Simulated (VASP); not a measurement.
# BaLiSbS3 (Pbam) in VASP: single point with PBE

Aim: the single point of BaLiSbS3 with PBE.

Program: VASP 6.6.1. These are calculated values, not measurements. Logs are shortened: lines on timing, memory, paths and dates and some standing lists are left out, and cuts for length are marked.

## 1. The cell of the first run

Symmetry: Pbam, No. 55, orthorhombic system. Conventional cell: a = 11.673 Å, b = 12.166 Å, c = 8.780 Å, α = 90.00°, β = 90.00°, γ = 90.00°. Ba (site symmetry m) has 8 S at 3.12 to 3.41 Å and 4 Li at 3.45 to 4.33 Å and 5 Sb at 3.85 to 4.44 Å and 1 Ba at 4.09 Å within 4.5 Å. Ba (site symmetry m) has 8 S at 3.07 to 3.34 Å and 1 Sb at 3.80 Å and 4 Li at 3.83 to 3.87 Å and 1 Ba at 4.08 Å within 4.1 Å. Li (site symmetry 1) has 4 S at 2.37 to 2.52 Å within 3.1 Å. Within 3.2 Å of Sb (site symmetry m) lie 3 S at 2.46 Å. Within 3.3 Å of Sb (site symmetry m) lie 3 S at 2.46 to 2.48 Å. Within 3.2 Å of S (site symmetry m) lie 2 Li at 2.38 Å and 1 Sb at 2.46 Å and 2 Ba at 3.07 to 3.11 Å. S (site symmetry 1) has 1 Sb at 2.46 Å and 1 Li at 2.52 Å and 3 Ba at 3.22 to 3.34 Å within 3.4 Å. Within 4.2 Å of S (site symmetry 1) lie 3 Sb at 2.46 to 3.98 Å and 2 Li at 2.50 to 3.92 Å and 3 Ba at 3.30 to 3.41 Å and 7 S at 3.62 to 4.10 Å.

## 2. Single point, PBE

INCAR reads:

```
SYSTEM = BaLiSbS3
PREC     = Accurate       ! precision mode
ENCUT    = 750            ! plane-wave cutoff, eV
EDIFF    = 1E-6           ! SCF threshold, eV
ISMEAR   = -1             ! smearing method
SIGMA    = 0.02           ! smearing width, eV
LREAL    = Auto         
LASPH    = .True.         ! aspherical terms in the spheres
NELM     = 120            ! most SCF steps
ALGO     = Normal         ! electronic algorithm
ISIF     = 2              ! what is computed and relaxed
LWAVE    = .False.        ! write WAVECAR
LCHARG   = .True.         ! write CHGCAR
GGA      = PE             ! functional
LVHAR    = .True.       
NBANDS   = 174            ! bands
GGA_COMPAT= .False.      
KPAR     = 4
```

KPOINTS reads:

```
Automatic mesh
0
Gamma
  3 3 3
  0 0 0
```

POSCAR reads:

```
BaLiSbS3
1.0
   11.6730000000      0.0000000000      0.0000000000
    0.0000000000     12.1660000000      0.0000000000
    0.0000000000      0.0000000000      8.7800000000
Ba Li Sb S
8 8 8 24
Direct
    0.3260341035      0.4798723597      0.5000000000
    0.6739658965      0.5201276403      0.5000000000
    0.8260341035      0.0201276403      0.5000000000
    0.1739658965      0.9798723597      0.5000000000
    0.0059918574      0.3325962188      0.0000000000
    0.9940081426      0.6674037812      0.0000000000
    0.5059918574      0.1674037812      0.0000000000
    0.4940081426      0.8325962188      0.0000000000
    0.2354168868      0.1872678289      0.2454938799
    0.7645831132      0.8127321711      0.2454938799
    0.7354168868      0.3127321711      0.7545061201
    0.2645831132      0.6872678289      0.7545061201
    0.7645831132      0.8127321711      0.7545061201
    0.2354168868      0.1872678289      0.7545061201
    0.2645831132      0.6872678289      0.2454938799
    0.7354168868      0.3127321711      0.2454938799
    0.3000784214      0.4660455865      0.0000000000
    0.6999215786      0.5339544135      0.0000000000
    0.8000784214      0.0339544135      0.0000000000
    0.1999215786      0.9660455865      0.0000000000
    0.0032239503      0.2867972615      0.5000000000
    0.9967760497      0.7132027385      0.5000000000
    0.5032239503      0.2132027385      0.5000000000
    0.4967760497      0.7867972615      0.5000000000
    0.2637029908      0.2665686244      0.0000000000
    0.7362970092      0.7334313756      0.0000000000
    0.7637029908      0.2334313756      0.0000000000
    0.2362970092      0.7665686244      0.0000000000
    0.1639833617      0.5064267743      0.2061402776
    0.8360166383      0.4935732257      0.2061402776
    0.6639833617      0.9935732257      0.7938597224
    0.3360166383      0.0064267743      0.7938597224
    0.8360166383      0.4935732257      0.7938597224
    0.1639833617      0.5064267743      0.7938597224
    0.3360166383      0.0064267743      0.2061402776
    0.6639833617      0.9935732257      0.2061402776
    0.0268338392      0.1550853998      0.2894516143
    0.9731661608      0.8449146002      0.2894516143
    0.5268338392      0.3449146002      0.7105483857
    0.4731661608      0.6550853998      0.7105483857
    0.9731661608      0.8449146002      0.7105483857
    0.0268338392      0.1550853998      0.7105483857
    0.4731661608      0.6550853998      0.2894516143
    0.5268338392      0.3449146002      0.2894516143
    0.7912780027      0.2743182960      0.5000000000
    0.2087219973      0.7256817040      0.5000000000
    0.2912780027      0.2256817040      0.5000000000
    0.7087219973      0.7743182960      0.5000000000
```

Potentials or basis: VASP PAW PBE potentials, release 64 (Ba_sv, Li_sv, Sb, S).

Launch:

```console
$ cat potpaw_PBE.64/Ba_sv/POTCAR potpaw_PBE.64/Li_sv/POTCAR potpaw_PBE.64/Sb/POTCAR potpaw_PBE.64/S/POTCAR > POTCAR
$ mpirun -np 4 vasp_std > vasp.out
```

OUTCAR:

```text
SYSTEM = BaLiSbS3
   PREC = Accurate
   ENCUT = 750
   EDIFF = 1E-6
   ISMEAR = -1
   LREAL = Auto
   LASPH = .True.
   NELM = 120
   ISIF = 2
   GGA = PE

 ion  position               nearest neighbor table
   1  0.326  0.480  0.500-  47 3.12  34 3.22  29 3.22  46 3.29  40 3.30  43 3.30  39 3.41  44 3.41
                            12 3.45  15 3.45  23 3.85   2 4.09  24 4.23
   2  0.674  0.520  0.500-  48 3.12  33 3.22  30 3.22  45 3.29  39 3.30  44 3.30  43 3.41  40 3.41
                            11 3.45  16 3.45  24 3.85   1 4.09  23 4.23
   3  0.826  0.020  0.500-  45 3.12  36 3.22  31 3.22  48 3.29  38 3.30  41 3.30  37 3.41  42 3.41
                            10 3.45  13 3.45  21 3.85   4 4.09  22 4.23
   4  0.174  0.980  0.500-  46 3.12  35 3.22  32 3.22  47 3.29  37 3.30  42 3.30  41 3.41  38 3.41
                             9 3.45  14 3.45  22 3.85   3 4.09  21 4.23
   5  0.006  0.333  0.000-  27 3.07  25 3.11  30 3.32  33 3.32  29 3.34  34 3.34  37 3.34  42 3.34
                            17 3.80   6 4.08
   6  0.994  0.667  0.000-  28 3.07  26 3.11  29 3.32  34 3.32  33 3.34  30 3.34  38 3.34  41 3.34
                            18 3.80   5 4.08
   7  0.506  0.167  0.000-  25 3.07  27 3.11  32 3.32  35 3.32  31 3.34  36 3.34  39 3.34  44 3.34
                            19 3.80   8 4.08
   8  0.494  0.833  0.000-  26 3.07  28 3.11  31 3.32  36 3.32  35 3.34  32 3.34  40 3.34  43 3.34
                            20 3.80   7 4.08
   9  0.235  0.187  0.245-  47 2.37  25 2.38  37 2.50  35 2.52   4 3.45
[... 37 lines left out ...]
  47  0.291  0.226  0.500-   9 2.37  14 2.37  23 2.48   1 3.12   4 3.29
  48  0.709  0.774  0.500-  10 2.37  13 2.37  24 2.48   2 3.12   3 3.29

  LATTYP: Found a simple orthorhombic cell.
 ALAT       =     8.7800000000
 B/A-ratio  =     1.3294988610
 C/A-ratio  =     1.3856492027

  Lattice vectors:

 A1 = (   0.0000000000,   0.0000000000,   8.7800000000)
 A2 = (  11.6730000000,   0.0000000000,   0.0000000000)
 A3 = (   0.0000000000,  12.1660000000,   0.0000000000)

Analysis of symmetry for initial positions (statically):
=====================================================================
 Subroutine PRICEL returns:
 Original cell was already a primitive cell.

 Routine SETGRP: Setting up the symmetry group for a
 simple orthorhombic supercell.

 Subroutine GETGRP returns: Found  8 space group operations
 (whereof  4 operations were pure point group operations)
 out of a pool of  8 trial point group operations.

The static configuration has the point symmetry C_2h.
 The point group associated with its full space group is D_2h.

Analysis of symmetry for dynamics (positions and initial velocities):
=====================================================================
 Subroutine PRICEL returns:
 Original cell was already a primitive cell.

 Routine SETGRP: Setting up the symmetry group for a
 simple orthorhombic supercell.

 Subroutine GETGRP returns: Found  8 space group operations
 (whereof  4 operations were pure point group operations)
 out of a pool of  8 trial point group operations.

The dynamic configuration has the point symmetry C_2h.
 The point group associated with its full space group is D_2h.

 Subroutine INISYM returns: Found  8 space group operations
 (whereof  4 operations are pure point group operations),
 and found     1 'primitive' translations

----------------------------------------------------------------------------------------

                                     Primitive cell

  volume of cell :    1246.8804

  direct lattice vectors                    reciprocal lattice vectors
    11.673000000  0.000000000  0.000000000     0.085667780  0.000000000  0.000000000
     0.000000000 12.166000000  0.000000000     0.000000000  0.082196285  0.000000000
     0.000000000  0.000000000  8.780000000     0.000000000  0.000000000  0.113895216

  length of vectors
    11.673000000 12.166000000  8.780000000     0.085667780  0.082196285  0.113895216

  position of ions in fractional coordinates (direct lattice)
     0.326034103  0.479872360  0.500000000
     0.673965897  0.520127640  0.500000000
     0.826034103  0.020127640  0.500000000
     0.173965897  0.979872360  0.500000000
     0.005991857  0.332596219  0.000000000
     0.994008143  0.667403781  0.000000000
[... 40 lines left out ...]
     0.291278003  0.225681704  0.500000000
     0.708721997  0.774318296  0.500000000

  ion indices of the primitive-cell ions
   primitive index   ion index
                 1           1
                 2           2
                 3           3
                 4           4
                 5           5
                 6           6
[... 40 lines left out ...]
                47          47
                48          48

----------------------------------------------------------------------------------------

 KPOINTS: Automatic mesh

Automatic generation of k-mesh.
 Grid dimensions read from file:
 generate k-points for:    3    3    3

 Generating k-lattice:

  Cartesian coordinates                     Fractional coordinates (reciprocal lattice)
     0.028555927  0.000000000  0.000000000     0.333333333  0.000000000  0.000000000
     0.000000000  0.027398762  0.000000000     0.000000000  0.333333333  0.000000000
     0.000000000  0.000000000  0.037965072     0.000000000  0.000000000  0.333333333

  Length of vectors
     0.028555927  0.027398762  0.037965072

  Shift w.r.t. Gamma in fractional coordinates (k-lattice)
     0.000000000  0.000000000  0.000000000

 Subroutine IBZKPT returns following result:
 ===========================================

 Found      8 irreducible k-points:

 Following reciprocal coordinates:
            Coordinates               Weight
  0.000000  0.000000  0.000000      1.000000
  0.333333  0.000000  0.000000      2.000000
  0.000000  0.333333  0.000000      2.000000
  0.333333  0.333333  0.000000      4.000000
  0.000000  0.000000  0.333333      2.000000
  0.333333  0.000000  0.333333      4.000000
  0.000000  0.333333  0.333333      4.000000
  0.333333  0.333333  0.333333      8.000000
   k-points           NKPTS =      8   k-points in BZ     NKDIM =      8   number of bands    NBANDS=    174
   number of dos      NEDOS =    301   number of ions     NIONS =     48
   total plane-waves  NPLWV = 967680
   dimension x,y,z NGX =   108 NGY =  112 NGZ =   80
   dimension x,y,z NGXF=   216 NGYF=  224 NGZF=  160
   ions per type =               8   8   8  24
   NGX,Y,Z   is equivalent  to a cutoff of  15.38, 15.30, 15.15 a.u.
   NGXF,Y,Z  is equivalent  to a cutoff of  30.76, 30.61, 30.30 a.u.
 SYSTEM =  BaLiSbS3
   PREC   = accura    normal or accurate (medium, high low for compatibility)
   ISTART =      0    job   : 0-new  1-cont  2-samecut
   ICHARG =      2    charge: 1-file 2-atom 10-const
   ISPIN  =      1    spin polarized calculation?
   LNONCOLLINEAR =      F non collinear calculations
   LSORBIT =      F    spin-orbit coupling
   LASPH  =      T    aspherical Exc in radial PAW
   ENCUT  =  750.0 eV  55.12 Ry    7.42 a.u.  26.07 27.17 19.61*2*pi/ulx,y,z
   NELM   =    120;   NELMIN=  2; NELMDL= -5     # of ELM steps
   EDIFF  = 0.1E-05   stopping-criterion for ELM
   LREAL  =      T    real-space projection
   EDIFFG = 0.1E-04   stopping-criterion for IOM
   NSW    =      0    number of steps for IOM
   IBRION =     -1    ionic relax: 0-MD 1-quasi-New 2-CG
   NFREE  =      0    steps in history (QN), initial steepest desc. (CG)
   ISIF   =      2    stress and relaxation
   ISYM   =      2    0-nonsym 1-usesym 2-fastsym
   POTIM  = 0.5000    time-step for ionic-motion
   TEBEG  =    0.0;   TEEND  =   0.0 temperature during run
   PSTRESS=    0.0 pullay stress
   NELECT =     288.0000    total number of electrons
   NUPDOWN=      -1.0000    fix difference up-down
   EMIN   =  10.00;   EMAX   =-10.00  energy-range for DOS
   EFERMI =   0.00;   METHOD = LEGACY
   ISMEAR =    -1;   SIGMA  =   0.02  broadening in eV -4-tet -1-fermi 0-gaus
   EFERMI_NEDOS =   21; number of points for ismear=-14 and -15
   IALGO  =     38    algorithm
   IMIX   =      4    mixing-type and parameters
     AMIX     =   0.40;   BMIX     =  1.00
     AMIX_MAG =   1.60;   BMIX_MAG =  1.00
  volume/ion in A,a.u.               =      25.98       175.30
  Fermi-wavevector in a.u.,A,eV,Ry     =   1.004456  1.898146 13.727339  1.008931
  Thomas-Fermi vector in A             =   2.137073
   LORBIT       =      0    0 simple, 1 ext, 2 COOP (PROOUT), +10 PAW based schemes
   GGA     = PE    functional components
   LHFCALC =     F    Hartree Fock is set to
   AEXX    =    0.0000 exact exchange contribution
   IVDW    =     0    specifies the selected vdW correction
   LEPSILON=     F    determine dielectric tensor
   LRPA    =     F    only Hartree local field effects (RPA)
 non-spin polarized calculation
  energy-cutoff  :      750.00
  volume of cell :     1246.88
 maximum number of plane-waves:     58201
 NGX is ok and might be reduce to   108
   NGX = 53   NGY = 55   NGZ = 39

 number of electron     288.0000008 magnetization

 Free energy of the ion-electron system (eV)
  ---------------------------------------------------
  ext. energy  EPLUGINS =         0.00000000
  ---------------------------------------------------
  free energy    TOTEN  =      -220.17365547 eV

  energy without entropy =     -220.17365547  energy(sigma->0) =     -220.17365547

 E-fermi :   3.2514     XC(G=0):  -8.7036

 val. band max:        2.6690209540   @ k =   0.0000   0.0000   0.3333
 cond. band min:       4.5718511066   @ k =   0.0000   0.0000   0.0000
 fundamental gap:      1.9028301526
 Fermi energy:         3.2513657188

 k-point     1 :       0.0000    0.0000    0.0000
  band No.  band energies     occupation
      1     -41.7356      2.00000
      2     -41.7356      2.00000
      3     -41.7356      2.00000
      4     -41.7356      2.00000
      5     -41.7354      2.00000
      6     -41.7354      2.00000
[... 1261 lines left out ...]
    155       6.0686      0.00000
    156       6.1327      0.00000
 [bands above 156 left out]

------------------------ aborting loop because EDIFF is reached ----------------------------------------

  FORCE on cell =-STRESS in cart. coord.  units (eV):
  Direction    XX          YY          ZZ          XY          YZ          ZX
  --------------------------------------------------------------------------------------
  -------------------------------------------------------------------------------------
  Total       11.1063883     12.2900662      9.7952204     -0.0000000      0.0000000      0.0000000
  in kB       14.2711385     15.7921039     12.5863551     -0.0000000      0.0000000      0.0000000
  external PRESSURE =      14.2165325 kB  Pullay stress =       0.0000000 kB

 VOLUME and BASIS-vectors are now :
 -----------------------------------------------------------------------------
  energy-cutoff  :      750.00
  volume of cell :     1246.88
      direct lattice vectors                 reciprocal lattice vectors
    11.673000000  0.000000000  0.000000000     0.085667780  0.000000000  0.000000000
     0.000000000 12.166000000  0.000000000     0.000000000  0.082196285  0.000000000
     0.000000000  0.000000000  8.780000000     0.000000000  0.000000000  0.113895216

 POSITION                                       TOTAL-FORCE (eV/Angst)
 -----------------------------------------------------------------------------------
      3.80580      5.83813      4.39000        -0.011733     -0.000212      0.000000
      7.86720      6.32787      4.39000         0.011733      0.000212     -0.000000
      9.64230      0.24487      4.39000        -0.011733      0.000212      0.000000
      2.03070     11.92113      4.39000         0.011733     -0.000212      0.000000
      0.06994      4.04637      0.00000        -0.003922     -0.010802     -0.000000
     11.60306      8.11963      0.00000         0.003922      0.010802      0.000000
[... 40 lines left out ...]
      3.40009      2.74564      4.39000         0.000377     -0.010716      0.000000
      8.27291      9.42036      4.39000        -0.000377      0.010716     -0.000000
 -----------------------------------------------------------------------------------
    total drift:                               -0.000000      0.000000      0.000000

  FREE ENERGIE OF THE ION-ELECTRON SYSTEM (eV)
  ---------------------------------------------------
  free  energy   TOTEN  =      -220.1736554743 eV

  energy  without entropy=     -220.1736554743  energy(sigma->0) =     -220.17365547
```

Wall time 17 min (4 MPI ranks of Intel Xeon 6975P-C (Granite Rapids), shared host); peak memory 2.9 GiB.

Results:

| Item | Value |
| --- | --- |
| Free energy | -220.1737 eV |
| Pressure | 1.4 GPa |
| Largest force | 0.041 eV/Å |
| Band gap on the k mesh | 1.90 eV (least direct gap 1.94 eV) |

Forces on the atoms (eV/Å):
```
Ba  -0.012  0.000  0.000
Ba   0.012  0.000  0.000
Ba  -0.012  0.000  0.000
Ba   0.012  0.000  0.000
Ba  -0.004 -0.011  0.000
Ba   0.004  0.011  0.000
Ba  -0.004  0.011  0.000
Ba   0.004 -0.011  0.000
Li   0.004 -0.011 -0.021
Li  -0.004  0.011 -0.021
Li   0.004  0.011  0.021
Li  -0.004 -0.011  0.021
Li  -0.004  0.011  0.021
Li   0.004 -0.011  0.021
Li  -0.004 -0.011 -0.021
Li   0.004  0.011 -0.021
Sb   0.037  0.017  0.000
Sb  -0.037 -0.017  0.000
Sb   0.037 -0.017  0.000
Sb  -0.037  0.017  0.000
Sb   0.014  0.038  0.000
Sb  -0.014 -0.038  0.000
Sb   0.014 -0.038  0.000
Sb  -0.014  0.038  0.000
S   -0.007  0.006  0.000
S    0.007 -0.006  0.000
S   -0.007 -0.006  0.000
S    0.007  0.006  0.000
S   -0.003  0.011  0.002
S    0.003 -0.011  0.002
S   -0.003 -0.011 -0.002
S    0.003  0.011 -0.002
S    0.003 -0.011 -0.002
S   -0.003  0.011 -0.002
S    0.003  0.011  0.002
S   -0.003 -0.011  0.002
S    0.000  0.005 -0.007
S    0.000 -0.005 -0.007
S    0.000 -0.005  0.007
S    0.000  0.005  0.007
S    0.000 -0.005  0.007
S    0.000  0.005  0.007
S    0.000  0.005 -0.007
S    0.000 -0.005 -0.007
S    0.000  0.011  0.000
S    0.000 -0.011  0.000
S    0.000 -0.011  0.000
S    0.000  0.011  0.000
```

Caveat: spin-orbit coupling is left out, which moves the levels of the heavy elements; an odd mesh through Γ misses points on the zone boundary, where band edges can lie.
